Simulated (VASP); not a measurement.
Write the native input for VASP 6.6.1 that does the following.

- Task: single point
- Functional: PBE
- Potentials or basis: VASP PAW PBE potentials, release 64 (Al)
- Cutoff: 400 eV
- k mesh: 8 × 8 × 1
- Occupations: methfessel-paxton, width 0.05 eV
- Spin: no spin polarisation
- Dipole correction: yes
- Further INCAR settings: ALGO = Normal; EDIFF = 1e-06; NBANDS = 12; NELMDL = -8

The structure of Al lies in POSCAR:

```
Al
1.0
    2.8635066922      0.0000000000      0.0000000000
    1.4317533461      2.4798695393      0.0000000000
    0.0000000000      0.0000000000     18.6760868472
Al
3
Direct
    0.0000000000      0.0000000000      0.3748108508
    0.6666666667      0.6666666667      0.5000000000
    0.3333333333      0.3333333333      0.6251891492
```

These files were run (other wordings do the same):

INCAR

```
PREC = Accurate
ENCUT = 400
EDIFF = 1E-6
ISMEAR = 1
SIGMA = 0.05
LREAL = False
LASPH = True
NELM = 120
ALGO = Normal
ISIF = 2
LWAVE = False
LCHARG = False
LDIPOL = True
IDIPOL = 3
DIPOL = 0.5 0.5 0.500
GGA = PE
NBANDS = 12
GGA_COMPAT = False
NELMDL = -8
```

KPOINTS

```
regular mesh
0
Gamma
  8 8 1
```

Potentials or basis: VASP PAW PBE potentials, release 64 (Al).

Run with:

```sh
$ cat potpaw_PBE.64/Al/POTCAR > POTCAR
$ mpirun -np 1 vasp_std > vasp.out
```

Results of the run:

The largest force is 0.138 eV/Å.

Wall time 12 s on 1 thread of Intel(R) Xeon(R) 6975P-C (Granite Rapids) (shared host), peak memory 0.2 GiB.
